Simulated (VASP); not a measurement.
C:

```
C
1.0
     0.00000    1.86716    1.65505
     1.86716    0.00000    1.65505
     1.86716    1.86716    0.00000
C
2
Direct
  0.50000 0.50000 0.50000
  0.75000 0.75000 0.75000
```

This cell differs from its parent crystal: volume 5.770 Å^3 an atom, c/a of the conventional cell 0.8864.

Base run:

```yaml
Program: VASP 6.6.1
Functional: LDA
Potentials_or_basis: VASP PAW LDA potentials, release 64 (C_h)
Cutoff: 910 eV
k_mesh: 12 × 12 × 12
Occupations: gaussian, width 0.05 eV
Spin: no spin polarisation
```

Its results: band gap on the k mesh 1.22 eV, indirect (least direct gap 3.62 eV); pressure -19.2 GPa.

Q: The run is repeated on the same cell with these changes: potentials or basis from VASP PAW LDA potentials, release 64 (C_h) to VASP PAW LDA potentials, release 64 (C); cutoff from 910 eV to 520 eV. What comes out?

A: Band gap on the k mesh 1.21 eV, indirect (least direct gap 3.62 eV); pressure -18.4 GPa.

Caveats: the cutoff is under 1.25 times the usual one of these potentials, so pressure, stress and relaxed cells hold a basis-set (Pulay) error (some runs).

A k mesh can miss the band edges.
